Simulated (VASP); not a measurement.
# Ta4C3 (Pm-3m) in VASP: further runs

The runs below take Ta4C3 through single point, relaxation of cell and atoms, with PBEsol.

All numbers are computed with VASP 6.6.1; they aren't measurements. Logs are shortened: lines on timing, memory, paths and dates and some standing lists are left out, and cuts for length are marked.

### Step 1. The cell of the first run

Symmetry: Pm-3m, No. 221, cubic system. The conventional cell has a = 4.403 Å, b = 4.403 Å, c = 4.403 Å, α = 90.00°, β = 90.00°, γ = 90.00°. Within 2.9 Å of Ta (site symmetry 4/mmm) lie 4 C at 2.20 Å. Within 2.9 Å of Ta (site symmetry m-3m) lie 6 C at 2.20 Å. Within 2.9 Å of C (site symmetry 4/mmm) lie 6 Ta at 2.20 Å.

### Step 2. Single point, PBEsol

Input file INCAR:

```
PREC     = Accurate       # precision mode
ENCUT    = 520            # plane-wave cutoff, eV
EDIFF    = 1E-6           # SCF threshold, eV
ISMEAR   = 0              # smearing method
SIGMA    = 0.15           # smearing width, eV
LREAL    = F              # projectors in reciprocal space
LASPH    = T              # aspherical terms in the spheres
NELM     = 60             # most SCF steps
ALGO     = Normal         # electronic algorithm
ISIF     = 2              # what is computed and relaxed
LWAVE    = F              # write WAVECAR
LCHARG   = T              # write CHGCAR
GGA      = PS             # functional
LELF     = T              # ELF
LVHAR    = T            
NBANDS   = 37             # bands
```

Input file KPOINTS:

```
Automatic mesh
0
Gamma
  10 10 10
```

Input file POSCAR:

```
Ta4C3
1.0
    4.4026022057      0.0000000000      0.0000000000
    0.0000000000      4.4026022057      0.0000000000
    0.0000000000      0.0000000000      4.4026022057
Ta C
4 3
Direct
    0.0000000000      0.5000000000      0.5000000000
    0.5000000000      0.0000000000      0.5000000000
    0.5000000000      0.5000000000      0.0000000000
    0.0000000000      0.0000000000      0.0000000000
    0.5000000000      0.0000000000      0.0000000000
    0.0000000000      0.5000000000      0.0000000000
    0.0000000000      0.0000000000      0.5000000000
```

Potentials or basis: VASP PAW PBE potentials, release 64 (Ta_pv, C).

The run is started by

```
$ cat potpaw_PBE.64/Ta_pv/POTCAR potpaw_PBE.64/C/POTCAR > POTCAR
$ mpirun -np 1 vasp_std > vasp.out
```

OUTCAR:

```text
PREC = Accurate
   ENCUT = 520
   EDIFF = 1E-6
   ISMEAR = 0
   LREAL = F
   LASPH = T
   NELM = 60
   ISIF = 2
   GGA = PS

 ion  position               nearest neighbor table
   1  0.000  0.500  0.500-   6 2.20   7 2.20   6 2.20   7 2.20   3 3.11   3 3.11   4 3.11   4 3.11
                             2 3.11   4 3.11   2 3.11   4 3.11   2 3.11   3 3.11   3 3.11   2 3.11
   2  0.500  0.000  0.500-   5 2.20   7 2.20   5 2.20   7 2.20   3 3.11   3 3.11   4 3.11   4 3.11
                             1 3.11   3 3.11   3 3.11   1 3.11   4 3.11   1 3.11   4 3.11   1 3.11
   3  0.500  0.500  0.000-   5 2.20   6 2.20   5 2.20   6 2.20   2 3.11   1 3.11   2 3.11   2 3.11
                             4 3.11   4 3.11   2 3.11   1 3.11   4 3.11   1 3.11   1 3.11   4 3.11
   4  0.000  0.000  0.000-   5 2.20   6 2.20   7 2.20   7 2.20   6 2.20   5 2.20   1 3.11   2 3.11
                             1 3.11   1 3.11   3 3.11   2 3.11   1 3.11   2 3.11   3 3.11   3 3.11
   5  0.500  0.000  0.000-   2 2.20   3 2.20   4 2.20   2 2.20   3 2.20   4 2.20
   6  0.000  0.500  0.000-   1 2.20   3 2.20   4 2.20   1 2.20   4 2.20   3 2.20
   7  0.000  0.000  0.500-   1 2.20   2 2.20   4 2.20   4 2.20   1 2.20   2 2.20

  LATTYP: Found a simple cubic cell.
 ALAT       =     4.4026022057

  Lattice vectors:

 A1 = (   4.4026022057,   0.0000000000,   0.0000000000)
 A2 = (   0.0000000000,   4.4026022057,   0.0000000000)
 A3 = (   0.0000000000,   0.0000000000,   4.4026022057)

Analysis of symmetry for initial positions (statically):
=====================================================================
 Subroutine PRICEL returns:
 Original cell was already a primitive cell.

 Routine SETGRP: Setting up the symmetry group for a
 simple cubic supercell.

 Subroutine GETGRP returns: Found 48 space group operations
 (whereof 48 operations were pure point group operations)
 out of a pool of 48 trial point group operations.

The static configuration has the point symmetry O_h .

Analysis of symmetry for dynamics (positions and initial velocities):
=====================================================================
 Subroutine PRICEL returns:
 Original cell was already a primitive cell.

 Routine SETGRP: Setting up the symmetry group for a
 simple cubic supercell.

 Subroutine GETGRP returns: Found 48 space group operations
 (whereof 48 operations were pure point group operations)
 out of a pool of 48 trial point group operations.

The dynamic configuration has the point symmetry O_h .

 Subroutine INISYM returns: Found 48 space group operations
 (whereof 48 operations are pure point group operations),
 and found     1 'primitive' translations

----------------------------------------------------------------------------------------

                                     Primitive cell

  volume of cell :      85.3352

  direct lattice vectors                    reciprocal lattice vectors
     4.402602206  0.000000000  0.000000000     0.227138395  0.000000000  0.000000000
     0.000000000  4.402602206  0.000000000     0.000000000  0.227138395  0.000000000
     0.000000000  0.000000000  4.402602206     0.000000000  0.000000000  0.227138395

  length of vectors
     4.402602206  4.402602206  4.402602206     0.227138395  0.227138395  0.227138395

  position of ions in fractional coordinates (direct lattice)
     0.000000000  0.500000000  0.500000000
     0.500000000  0.000000000  0.500000000
     0.500000000  0.500000000  0.000000000
     0.000000000  0.000000000  0.000000000
     0.500000000  0.000000000  0.000000000
     0.000000000  0.500000000  0.000000000
     0.000000000  0.000000000  0.500000000

  ion indices of the primitive-cell ions
   primitive index   ion index
                 1           1
                 2           2
                 3           3
                 4           4
                 5           5
                 6           6
                 7           7

----------------------------------------------------------------------------------------

 KPOINTS: Automatic mesh

Automatic generation of k-mesh.
 Grid dimensions read from file:
 generate k-points for:   10   10   10

 Generating k-lattice:

  Cartesian coordinates                     Fractional coordinates (reciprocal lattice)
     0.022713840  0.000000000  0.000000000     0.100000000  0.000000000  0.000000000
     0.000000000  0.022713840  0.000000000     0.000000000  0.100000000  0.000000000
     0.000000000  0.000000000  0.022713840     0.000000000  0.000000000  0.100000000

  Length of vectors
     0.022713840  0.022713840  0.022713840

  Shift w.r.t. Gamma in fractional coordinates (k-lattice)
     0.000000000  0.000000000  0.000000000

 Subroutine IBZKPT returns following result:
 ===========================================

 Found     56 irreducible k-points:

 Following reciprocal coordinates:
            Coordinates               Weight
  0.000000  0.000000  0.000000      1.000000
  0.100000  0.000000  0.000000      6.000000
  0.200000  0.000000  0.000000      6.000000
  0.300000  0.000000  0.000000      6.000000
  0.400000  0.000000  0.000000      6.000000
  0.500000  0.000000  0.000000      3.000000
[... 16 lines left out ...]
  0.200000  0.100000  0.100000     24.000000
  0.300000  0.100000  0.100000     24.000000
 [... further k-points ...]
   k-points           NKPTS =     56   k-points in BZ     NKDIM =     56   number of bands    NBANDS=     37
   number of dos      NEDOS =    301   number of ions     NIONS =      7
   total plane-waves  NPLWV =  46656
   dimension x,y,z NGX =    36 NGY =   36 NGZ =   36
   dimension x,y,z NGXF=    72 NGYF=   72 NGZF=   72
   ions per type =               4   3
   NGX,Y,Z   is equivalent  to a cutoff of  13.59, 13.59, 13.59 a.u.
   NGXF,Y,Z  is equivalent  to a cutoff of  27.19, 27.19, 27.19 a.u.
 SYSTEM =  unknown system
   PREC   = accura    normal or accurate (medium, high low for compatibility)
   ISTART =      0    job   : 0-new  1-cont  2-samecut
   ICHARG =      2    charge: 1-file 2-atom 10-const
   ISPIN  =      1    spin polarized calculation?
   LNONCOLLINEAR =      F non collinear calculations
   LSORBIT =      F    spin-orbit coupling
   LASPH  =      T    aspherical Exc in radial PAW
   ENCUT  =  520.0 eV  38.22 Ry    6.18 a.u.   8.19  8.19  8.19*2*pi/ulx,y,z
   NELM   =     60;   NELMIN=  2; NELMDL= -5     # of ELM steps
   EDIFF  = 0.1E-05   stopping-criterion for ELM
   LREAL  =      F    real-space projection
   EDIFFG = 0.1E-04   stopping-criterion for IOM
   NSW    =      0    number of steps for IOM
   IBRION =     -1    ionic relax: 0-MD 1-quasi-New 2-CG
   NFREE  =      0    steps in history (QN), initial steepest desc. (CG)
   ISIF   =      2    stress and relaxation
   ISYM   =      2    0-nonsym 1-usesym 2-fastsym
   POTIM  = 0.5000    time-step for ionic-motion
   TEBEG  =    0.0;   TEEND  =   0.0 temperature during run
   PSTRESS=    0.0 pullay stress
   NELECT =      56.0000    total number of electrons
   NUPDOWN=      -1.0000    fix difference up-down
   EMIN   =  10.00;   EMAX   =-10.00  energy-range for DOS
   EFERMI =   0.00;   METHOD = LEGACY
   ISMEAR =     0;   SIGMA  =   0.15  broadening in eV -4-tet -1-fermi 0-gaus
   EFERMI_NEDOS =   21; number of points for ismear=-14 and -15
   IALGO  =     38    algorithm
   IMIX   =      4    mixing-type and parameters
     AMIX     =   0.40;   BMIX     =  1.00
     AMIX_MAG =   1.60;   BMIX_MAG =  1.00
  volume/ion in A,a.u.               =      12.19        82.27
  Fermi-wavevector in a.u.,A,eV,Ry     =   1.422639  2.688398 27.536857  2.023902
  Thomas-Fermi vector in A             =   2.543321
   LORBIT       =      0    0 simple, 1 ext, 2 COOP (PROOUT), +10 PAW based schemes
   GGA     = PS    functional components
   LHFCALC =     F    Hartree Fock is set to
   AEXX    =    0.0000 exact exchange contribution
   IVDW    =     0    specifies the selected vdW correction
   LEPSILON=     F    determine dielectric tensor
   LRPA    =     F    only Hartree local field effects (RPA)
 non-spin polarized calculation
 Gauss-broadening in eV      SIGMA  =   0.15
  energy-cutoff  :      520.00
  volume of cell :       85.34
 maximum number of plane-waves:      2325
 NGX is ok and might be reduce to    36
   NGX = 17   NGY = 17   NGZ = 17

 number of electron      56.0000020 magnetization

 Free energy of the ion-electron system (eV)
  ---------------------------------------------------
  ext. energy  EPLUGINS =         0.00000000
  ---------------------------------------------------
  free energy    TOTEN  =       -82.77894522 eV

  energy without entropy =      -82.73597374  energy(sigma->0) =      -82.75745948

 E-fermi :   7.1969     XC(G=0): -13.1100

 val. band max:        7.1880028539   @ k =   0.4000   0.3000   0.1000
 cond. band min:       7.1971634833   @ k =   0.1000   0.0000   0.0000
 fundamental gap:      0.0091606294
 Fermi energy:         7.1968646026

 k-point     1 :       0.0000    0.0000    0.0000
  band No.  band energies     occupation
      1     -28.0498      2.00000
      2     -28.0498      2.00000
      3     -28.0498      2.00000
      4     -27.3847      2.00000
      5     -27.3847      2.00000
      6     -27.3847      2.00000
[... 29 lines left out ...]
     36      11.0163      0.00000
     37      11.9467      0.00000

 k-point     2 :       0.1000    0.0000    0.0000
  band No.  band energies     occupation
      1     -28.0444      2.00000
      2     -28.0444      2.00000
      3     -28.0416      2.00000
      4     -27.3858      2.00000
      5     -27.3845      2.00000
      6     -27.3845      2.00000
[... 29 lines left out ...]
     36      11.2958      0.00000
     37      11.9105      0.00000

 k-point     3 :       0.2000    0.0000    0.0000
  band No.  band energies     occupation
      1     -28.0298      2.00000
      2     -28.0298      2.00000
      3     -28.0192      2.00000
      4     -27.3887      2.00000
      5     -27.3866      2.00000
      6     -27.3866      2.00000
[... 29 lines left out ...]
     36      11.5306      0.00000
     37      11.5307      0.00000

 k-point     4 :       0.3000    0.0000    0.0000
  band No.  band energies     occupation
      1     -28.0108      2.00000
      2     -28.0108      2.00000
      3     -27.9896      2.00000
      4     -27.3954      2.00000
      5     -27.3954      2.00000
      6     -27.3925      2.00000
[... 29 lines left out ...]
     36      10.9464      0.00000
     37      11.7476      0.00000
[... 683 lines left out ...]
      1     -28.0422      2.00000
      2     -28.0422      2.00000
      3     -28.0140      2.00000
      4     -27.4282      2.00000
      5     -27.3627      2.00000
      6     -27.3627      2.00000
[... 29 lines left out ...]
     36      11.3499      0.00000
     37      11.8252      0.00000

 k-point    23 :       0.2000    0.1000    0.1000
  band No.  band energies     occupation
      1     -28.0362      2.00000
      2     -28.0322      2.00000
      3     -27.9903      2.00000
      4     -27.4524      2.00000
      5     -27.3618      2.00000
      6     -27.3474      2.00000
[... 29 lines left out ...]
     36      11.5992      0.00000
     37      11.7387      0.00000

 k-point    24 :       0.3000    0.1000    0.1000
  band No.  band energies     occupation
      1     -28.0193      2.00000
      2     -28.0192      2.00000
      3     -27.9702      2.00000
      4     -27.4651      2.00000
      5     -27.3662      2.00000
      6     -27.3604      2.00000
[... 29 lines left out ...]
     36      11.3000      0.00000
     37      11.7033      0.00000

 [... further k-points ...]
[... 5 lines left out ...]
  --------------------------------------------------------------------------------------
  -------------------------------------------------------------------------------------
  Total        0.3826941      0.3826941      0.3826941      0.0000000      0.0000000     -0.0000000
  in kB        7.1851189      7.1851189      7.1851189      0.0000000      0.0000000     -0.0000000
  external PRESSURE =       7.1851189 kB  Pullay stress =       0.0000000 kB

 VOLUME and BASIS-vectors are now :
 -----------------------------------------------------------------------------
  energy-cutoff  :      520.00
  volume of cell :       85.34
      direct lattice vectors                 reciprocal lattice vectors
     4.402602206  0.000000000  0.000000000     0.227138395  0.000000000  0.000000000
     0.000000000  4.402602206  0.000000000     0.000000000  0.227138395  0.000000000
     0.000000000  0.000000000  4.402602206     0.000000000  0.000000000  0.227138395

 POSITION                                       TOTAL-FORCE (eV/Angst)
 -----------------------------------------------------------------------------------
      0.00000      2.20130      2.20130         0.000000      0.000000      0.000000
      2.20130      0.00000      2.20130         0.000000      0.000000      0.000000
      2.20130      2.20130      0.00000         0.000000      0.000000      0.000000
      0.00000      0.00000      0.00000         0.000000      0.000000      0.000000
      2.20130      0.00000      0.00000         0.000000      0.000000      0.000000
      0.00000      2.20130      0.00000         0.000000      0.000000      0.000000
      0.00000      0.00000      2.20130         0.000000      0.000000      0.000000
 -----------------------------------------------------------------------------------
    total drift:                                0.000000      0.000000      0.000000

  FREE ENERGIE OF THE ION-ELECTRON SYSTEM (eV)
  ---------------------------------------------------
  free  energy   TOTEN  =       -82.7789452153 eV

  energy  without entropy=      -82.7359737406  energy(sigma->0) =      -82.75745948
```

It took 2.9 min on 1 thread of Intel Xeon Platinum 8488C (Sapphire Rapids), shared host; peak memory 0.28 GiB.

What came out:

```yaml
Free_energy: -82.7789 eV
Pressure: 0.7 GPa
Band_gap_on_the_k_mesh: zero (bands 28 and 29 overlap by 1.01 eV)
```

Levels at points of the mesh, in eV from the Fermi level:
```
           k point  band 25  band 26  band 27  band 28  band 29  band 30  band 31  band 32
(0.00, 0.00, 0.00)    -1.26    -0.56    -0.56    -0.56    -0.55    -0.55    -0.55     1.43
(0.50, 0.00, 0.00)    -2.21    -1.92    -1.92     0.28     0.28     0.83     2.02     2.42
(0.50, 0.50, 0.00)    -1.76    -1.73    -0.36    -0.36     1.75     1.80     1.80     2.11
(0.50, 0.50, 0.50)    -1.09    -1.09    -1.09    -0.03     3.40     3.40     3.40     3.46
```

Caveat: the PAW data sets were made with another functional, which shifts forces and pressure a little; spin-orbit coupling is left out, which moves the levels of the heavy elements.

(Continued in part 2 of 2.)

The gap in the log of VASP goes by the Fermi energy; the results here count the filled bands.